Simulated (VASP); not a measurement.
# BN (F-43m) in VASP: a series of runs, part 2 of 2

VASP 6.6.1.

## Step 3: Relaxation of cell and atoms, PBEsol, target pressure 5 GPa, at which the enthalpy is minimised

Input file INCAR:

```
PREC = Accurate ; ENCUT = 600
EDIFF = 1E-6 ; ISMEAR = -1
SIGMA = 0.05 ; LREAL = False
LASPH = True ; NELM = 80
ALGO = Normal ; ISIF = 3
LWAVE = False ; LCHARG = False
GGA = PS ; IBRION = 2
NSW = 60 ; EDIFFG = -0.01
PSTRESS = 50.0
```

Input file KPOINTS:

```
Automatic mesh
0
Gamma
  13 13 13
```

Input file POSCAR:

```
BN
1.0
    0.0000000000      1.8130010000      1.8130010000
    1.8130010000      0.0000000000      1.8130010000
    1.8130010000      1.8130010000      0.0000000000
N B
1 1
Direct
    0.2500000000      0.2500000000      0.2500000000
    0.0000000000      0.0000000000      0.0000000000
```

Potentials or basis: VASP PAW PBE potentials, release 64 (N, B).

Launch:

```bash
> cat potpaw_PBE.64/N/POTCAR potpaw_PBE.64/B/POTCAR > POTCAR
> mpirun -np 1 vasp_std > vasp.out
```

Wall time 7.5 s (1 thread of Intel Xeon 6975P-C (Granite Rapids), shared host); peak memory 0.12 GiB.

The run converged. Its results:

| Quantity | Value |
| --- | --- |
| Free energy | -18.3491 eV |
| Relaxed volume | 5.79 Å³/atom |
| Relaxed cell | a = 2.540 Å, b = 2.540 Å, c = 2.540 Å, α = 60.00°, β = 60.00°, γ = 60.00° |
| Space group after relaxing (to 0.05 Å) | F-43m (No. 216) |
| Energy change on relaxing (the enthalpy is what falls) | -0.7 meV/atom |
| Ionic steps | 3 |
| Pressure after relaxing | 4.9 GPa |
| Band gap on the k mesh | 4.37 eV, indirect (least direct gap 8.85 eV) |

Step by step:
```csv
step,energy change (eV),largest force (eV/Å),pressure (GPa),volume (Å³)
1,0.0000,0.0000,-6.03,11.92
2,0.0243,0.0000,18.43,11.22
3,-0.0014,0.0000,4.93,11.58
```

Final structure:
```cif
data_structure
_symmetry_space_group_name_H-M 'P 1'
_symmetry_Int_Tables_number 1
_cell_length_a 2.5397
_cell_length_b 2.5397
_cell_length_c 2.5397
_cell_angle_alpha 60.000
_cell_angle_beta 60.000
_cell_angle_gamma 60.000
_cell_volume 11.58
loop_
_atom_site_label
_atom_site_type_symbol
_atom_site_fract_x
_atom_site_fract_y
_atom_site_fract_z
_atom_site_occupancy
N1 N 0.25000 0.25000 0.25000 1
B1 B 0.00000 0.00000 0.00000 1
```

Levels at points of the mesh, in eV from the valence-band top:
| k point | band 2 | band 3 | band 4 | band 5 | band 6 | band 7 |
| --- | --- | --- | --- | --- | --- | --- |
| (0.00, 0.00, 0.00) | 0.00 | 0.00 | 0.00 | 8.85 | 8.85 | 8.85 |

Caveat: the cell is relaxed towards a set pressure, so the enthalpy falls and the energy may rise; the PAW data sets were made with another functional, which shifts forces and pressure a little. A k mesh can miss the band edges.

## Step 4: Relaxation of cell and atoms, PBEsol, target pressure 10 GPa, at which the enthalpy is minimised

Input file INCAR:

```
SYSTEM = BN
PREC = Accurate
ENCUT = 600
EDIFF = 1E-6
ISMEAR = -1
SIGMA = 0.05
LREAL = .False.
LASPH = .True.
NELM = 80
ALGO = Normal
ISIF = 3
LWAVE = .False.
LCHARG = .False.
GGA = PS
IBRION = 2
NSW = 60
EDIFFG = -0.01
PSTRESS = 100.0
```

Input file KPOINTS:

```
regular mesh
0
Gamma
  13 13 13
  0 0 0
```

POSCAR is that of step 3.

Potentials or basis: VASP PAW PBE potentials, release 64 (N, B).

Launch:

```bash
> cat potpaw_PBE.64/N/POTCAR potpaw_PBE.64/B/POTCAR > POTCAR
> mpirun -np 1 vasp_std > vasp.out
```

OUTCAR:

```text
SYSTEM = BN
   PREC = Accurate
   ENCUT = 600
   EDIFF = 1E-6
   ISMEAR = -1
   LREAL = .False.
   LASPH = .True.
   NELM = 80
   ISIF = 3
   GGA = PS
   IBRION = 2
   NSW = 60
   EDIFFG = -0.01
   PSTRESS = 100.0

 ion  position               nearest neighbor table
   1  0.250  0.250  0.250-   2 1.57   2 1.57   2 1.57   2 1.57
   2  0.000  0.000  0.000-   1 1.57   1 1.57   1 1.57   1 1.57

  LATTYP: Found a face centered cubic cell.
 ALAT       =     3.6260020000

  Lattice vectors:

 A1 = (   0.0000000000,   1.8130010000,   1.8130010000)
 A2 = (   1.8130010000,   0.0000000000,   1.8130010000)
 A3 = (   1.8130010000,   1.8130010000,   0.0000000000)

Analysis of symmetry for initial positions (statically):
=====================================================================
 Subroutine PRICEL returns:
[... 258 lines left out ...]

 val. band max:        7.7526393189   @ k =   0.0000   0.0000   0.0000
 cond. band min:      12.1402506994   @ k =   0.4615   0.4615   0.0000
 fundamental gap:      4.3876113806
 Fermi energy:         8.6883964616

 k-point     1 :       0.0000    0.0000    0.0000
  band No.  band energies     occupation
      1     -12.8614      2.00000
      2       7.7526      2.00000
      3       7.7526      2.00000
      4       7.7526      2.00000
      5      16.6609      0.00000
      6      16.6609      0.00000
      7      16.6609      0.00000
      8      18.5306      0.00000
[... 243 lines left out ...]
 k-point    24 :       0.4615    0.1538    0.0000
  band No.  band energies     occupation
      1      -8.7174      2.00000
      2      -1.8201      2.00000
      3       4.3904      2.00000
      4       4.8112      2.00000
      5      16.6814      0.00000
      6      20.1910      0.00000
      7      20.4509      0.00000
      8      22.6869      0.00000

 [... further k-points ...]

------------------------ aborting loop because EDIFF is reached ----------------------------------------

  FORCE on cell =-STRESS in cart. coord.  units (eV):
  Direction    XX          YY          ZZ          XY          YZ          ZX
  --------------------------------------------------------------------------------------
  -------------------------------------------------------------------------------------
  Total        0.7032601      0.7032601      0.7032601      0.0000000      0.0000000      0.0000000
  in kB       98.4336877     98.4336877     98.4336877      0.0000000      0.0000000      0.0000000
  external PRESSURE =      -1.5663123 kB  Pullay stress =     100.0000000 kB
[... 21 lines left out ...]
  energy  without entropy=      -18.3428742733  energy(sigma->0) =      -18.34287427

  enthalpy is  TOTEN    =       -17.6284236078 eV   P V=        0.7144506656

 reached required accuracy - stopping structural energy minimisation
```

OSZICAR:

```text
N       E                     dE             d eps       ncg     rms          rms(c)
DAV:   1     0.124120206483E+02    0.12412E+02   -0.55661E+03  1384   0.110E+03
DAV:   2    -0.190274005742E+02   -0.31439E+02   -0.30638E+02  1880   0.201E+02
DAV:   3    -0.192786347551E+02   -0.25123E+00   -0.25123E+00  1608   0.207E+01
[... 21 lines left out ...]
DAV:   3    -0.183433759803E+02    0.16555E-02   -0.44686E-03  1592   0.685E-01    0.147E-01
DAV:   4    -0.183428847567E+02    0.49122E-03   -0.67146E-04  1552   0.237E-01    0.410E-02
DAV:   5    -0.183428755862E+02    0.91705E-05   -0.21600E-05  1680   0.424E-02    0.249E-02
DAV:   6    -0.183428741982E+02    0.13880E-05   -0.97435E-07   944   0.149E-02    0.100E-03
DAV:   7    -0.183428742734E+02   -0.75194E-07   -0.65460E-08   672   0.293E-03
   3 F= -.17628424E+02 E0= -.17628424E+02  d E =-.245852E-01
```

It took 7.5 s on 1 thread of Intel Xeon 6975P-C (Granite Rapids), shared host; peak memory 0.12 GiB.

Results:

* Free energy: -18.3429 eV
* Relaxed volume: 5.72 Å³/atom
* Relaxed cell: a = 2.530 Å, b = 2.530 Å, c = 2.530 Å, α = 60.00°, β = 60.00°, γ = 60.00°
* Space group after relaxing (to 0.05 Å): F-43m (No. 216)
* Energy change on relaxing (the enthalpy is what falls): +2.4 meV/atom
* Ionic steps: 3
* Pressure after relaxing: 9.8 GPa
* Band gap on the k mesh: 4.39 eV, indirect (least direct gap 8.91 eV)

The path:
| step | energy change (eV) | largest force (eV/Å) | pressure (GPa) | volume (Å³) |
| --- | --- | --- | --- | --- |
| 1 | 0.0000 | 0.0000 | -6.03 | 11.92 |
| 2 | 0.0717 | 0.0000 | 31.55 | 10.92 |
| 3 | 0.0049 | 0.0000 | 9.84 | 11.45 |

Final structure:
```
CELL_PARAMETERS angstrom
0.00000 1.78876 1.78876
1.78876 0.00000 1.78876
1.78876 1.78876 0.00000
ATOMIC_POSITIONS crystal
N 0.25000 0.25000 0.25000
B 0.00000 0.00000 0.00000
```

Levels at points of the mesh, in eV from the valence-band top:
```csv
k point,band 1,band 2,band 3,band 4,band 5,band 6,band 7,band 8
"(0.00, 0.00, 0.00)",-20.61,0.00,0.00,0.00,8.91,8.91,8.91,10.78
```

Caveat: the cell is relaxed towards a set pressure, so the enthalpy falls and the energy may rise; the PAW data sets were made with another functional, which shifts forces and pressure a little.

## Step 5: Relaxation of cell and atoms, PBEsol, target pressure 30 GPa, at which the enthalpy is minimised

Input file INCAR:

```
SYSTEM = BN
ALGO = Normal
EDIFF = 1E-7
EDIFFG = -0.01
ENCUT = 600
GGA = PS
IBRION = 2
ISIF = 3
ISMEAR = -1
LASPH = .True.
LCHARG = .False.
LREAL = .False.
LWAVE = .False.
NELM = 60
NSW = 60
PREC = Accurate
PSTRESS = 300.0
SIGMA = 0.05
```

Input file KPOINTS:

```
k-points
0
Gamma
  13 13 13
  0 0 0
```

POSCAR is that of step 4.

Launch:

```bash
> cat potpaw_PBE.64/N/POTCAR potpaw_PBE.64/B/POTCAR > POTCAR
> mpirun -np 1 vasp_std > vasp.out
```

Run time: 9.5 s. Hardware: 1 thread of Intel Xeon 6975P-C (Granite Rapids), shared host; peak memory 0.12 GiB.

The run converged. Its results:

* Free energy: -18.2831 eV
* Relaxed volume: 5.48 Å³/atom
* Relaxed cell: a = 2.493 Å, b = 2.493 Å, c = 2.493 Å, α = 60.00°, β = 60.00°, γ = 60.00°
* Space group after relaxing (to 0.05 Å): F-43m (No. 216)
* Energy change on relaxing (the enthalpy is what falls): +32.3 meV/atom
* Ionic steps: 4
* Pressure after relaxing: 29.9 GPa
* Band gap on the k mesh: 4.43 eV, indirect (least direct gap 9.11 eV)

The path:
```
step  energy change (eV)  largest force (eV/Å)  pressure (GPa)  volume (Å³)
   1              0.0000                0.0000           -6.03        11.92
   2              0.5301                0.0000           99.86         9.75
   3              0.0602                0.0000           28.78        10.98
   4              0.0647                0.0000           29.88        10.96
```

Final structure:
```
N B
1.0
     0.00000    1.76282    1.76282
     1.76282    0.00000    1.76282
     1.76282    1.76282    0.00000
N B
1 1
Direct
  0.25000 0.25000 0.25000
  0.00000 0.00000 0.00000
```

Levels at points of the mesh, in eV from the valence-band top:
| k point | band 1 | band 2 | band 3 | band 4 | band 5 | band 6 | band 7 | band 8 |
| --- | --- | --- | --- | --- | --- | --- | --- | --- |
| (0.00, 0.00, 0.00) | -21.14 | 0.00 | 0.00 | 0.00 | 9.11 | 9.11 | 9.11 | 11.51 |

Caveat: the cell is relaxed towards a set pressure, so the enthalpy falls and the energy may rise; the PAW data sets were made with another functional, which shifts forces and pressure a little. A k mesh can miss the band edges.

## Step 6: Overview

| cell | gap on the mesh (eV) | pressure (GPa) |
| --- | --- | --- |
| relaxed to 2 GPa | 4.37 | 2.0 |
| relaxed to 5 GPa | 4.37 | 4.9 |
| relaxed to 10 GPa | 4.39 | 9.8 |
| relaxed to 30 GPa | 4.43 | 29.9 |

Alike in all rows: task relaxation of cell and atoms; level PBEsol; potentials or basis VASP PAW PBE potentials, release 64 (N, B); no spin polarisation; k mesh 13 × 13 × 13; cutoff (eV) 600; smearing fermi-dirac 0.05 eV.

Caveats: the cell is relaxed towards a set pressure, so the enthalpy falls and the energy may rise; the PAW data sets were made with another functional, which shifts forces and pressure a little.

Total energies depend on the potentials used, so only differences within one code and one set of settings carry meaning.
